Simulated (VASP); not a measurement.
A run of VASP 6.6.1:

The input INCAR:

```
SYSTEM = Zn
PREC     = Accurate       ! precision mode
ENCUT    = 520            ! plane-wave cutoff, eV
EDIFF    = 1E-8           ! SCF threshold, eV
ISMEAR   = -1             ! smearing method
SIGMA    = 0.03           ! smearing width, eV
LREAL    = .False.        ! projectors in reciprocal space
LASPH    = .True.         ! aspherical terms in the spheres
NELM     = 60             ! most SCF steps
ALGO     = Normal         ! electronic algorithm
ISIF     = 2              ! what is computed and relaxed
LWAVE    = .False.        ! write WAVECAR
LCHARG   = .False.        ! write CHGCAR
GGA      = PS             ! functional
LEFG     = .True.       
NBANDS   = 19             ! bands
```

The input KPOINTS:

```
regular mesh
0
Gamma
  18 18 8
  0 0 0
```

File POSCAR:

```
Zn
1.0
    2.6647980532      0.0266479805      0.0266479805
   -1.3093211985      2.2944588197      0.0097538378
    0.0494670000      0.0494670000      4.9467000000
Zn
2
Direct
    0.3333333333      0.6666666667      0.2500000000
    0.6666666667      0.3333333333      0.7500000000
```

Potentials or basis: VASP PAW PBE potentials, release 64 (Zn).

Command:

```console
$ cat potpaw_PBE.64/Zn/POTCAR > POTCAR
$ mpirun -np 1 vasp_std > vasp.out
```

Hardware: 1 thread of Intel(R) Xeon(R) Platinum 8488C (Sapphire Rapids) (shared host).

Question: How long does it take, and how much memory?

Answer: Wall time 5.7 min on 1 thread of Intel(R) Xeon(R) Platinum 8488C (Sapphire Rapids) (shared host), peak memory 0.65 GiB. Counts: scf iterations 13, k points 1300.
